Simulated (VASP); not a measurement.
Wanted: the native input for a VASP 6.6.1 run.

- Task: single point
- Functional: LDA
- Potentials or basis: VASP PAW LDA potentials, release 64 (Hf_pv, O)
- Cutoff: 520 eV
- k mesh: 6 × 6 × 8
- Occupations: gaussian, width 0.02 eV
- Spin: no spin polarisation
- Dipole correction: no
- Further INCAR settings: ALGO = Normal; EDIFF = 1e-06; NBANDS = 31

The structure of HfO2 lies in POSCAR:

```
HfO2
1.0
    4.7888991402      0.0000000000      0.0000000000
    0.0000000000      4.7888991402      0.0000000000
    0.0000000000      0.0000000000      3.1221022682
Hf O
2 4
Direct
    0.0000000000      0.0000000000      0.0000000000
    0.5000000000      0.5000000000      0.5000000000
    0.1964642221      0.8035357779      0.5000000000
    0.3035357779      0.3035357779      0.0000000000
    0.6964642221      0.6964642221      0.0000000000
    0.8035357779      0.1964642221      0.5000000000
```

One way to write it, as run:

INCAR

```
SYSTEM = HfO2
PREC = Accurate ; ENCUT = 520
EDIFF = 1E-6 ; ISMEAR = 0
SIGMA = 0.02 ; LREAL = .False.
LASPH = .True. ; NELM = 60
ALGO = Normal ; ISIF = 2
LWAVE = .False. ; LCHARG = .True.
LELF = .True. ; LVHAR = .True.
NBANDS = 31
```

KPOINTS

```
Automatic mesh
0
Gamma
  6 6 8
  0 0 0
```

Potentials or basis: VASP PAW LDA potentials, release 64 (Hf_pv, O).

Launch:

```bash
$ cat potpaw_LDA.64/Hf_pv/POTCAR potpaw_LDA.64/O/POTCAR > POTCAR
$ mpirun -np 1 vasp_std > vasp.out
```

Results of the run:

- Pressure: 3.6 GPa
- Largest force: 0.048 eV/Å
- Band gap on the k mesh: 3.82 eV

Caveat: the stress differs along the axes, from 1 to 8 GPa; spin-orbit coupling is left out, which moves the levels of the heavy elements.

It took 110 s on 1 thread of Intel Xeon 8259CL, with other jobs on the host, peak memory 0.22 GiB.
